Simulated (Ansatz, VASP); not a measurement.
## BN: VASP beside Ansatz

```xyz
4
Lattice="2.6610 0.0000 0.0000 -1.3305 2.2031 0.0000 0.0000 0.0000 4.2078" Properties=species:S:1:pos:R:3 pbc="T T T"
B     0.0000    1.4731    0.0012
B     1.3305    0.7300    2.1051
N     0.0000    1.4613    1.5767
N     1.3305    0.7419    3.6806
```

Change from the starting cell: uniaxial_x strain +4.6%.

Alike in both runs: task single point; functional r2SCAN; k mesh 12 × 12 × 6; no spin polarisation.

|  | VASP | Ansatz |
| --- | --- | --- |
| version | VASP 6.6.1 | Ansatz 0.2.0 |
| potentials or method | VASP PAW PBE potentials, release 64 (B, N) | plane waves, PAW |
| plane-wave cutoff (eV) | 520 | 500 |
| occupations | gaussian, width 0.01 eV | fixed |
| valence electrons in the cell | 16 | 16 |

```csv
,VASP,Ansatz,Ansatz less VASP
gap on the k mesh at the Fermi level (eV),5.73,5.76,+0.030
pressure (GPa),-14.6,-15.5,-0.95
"traceless stress, the component that is largest in VASP (GPa)",-22.98,-22.87,+0.103
rms of the force components (eV/Å),0.005,0.000,-0.0051
```

VASP's potentials were made for PBE, not for r2SCAN. Atom by atom the forces differ by 0.005 eV/Å (rms over components).
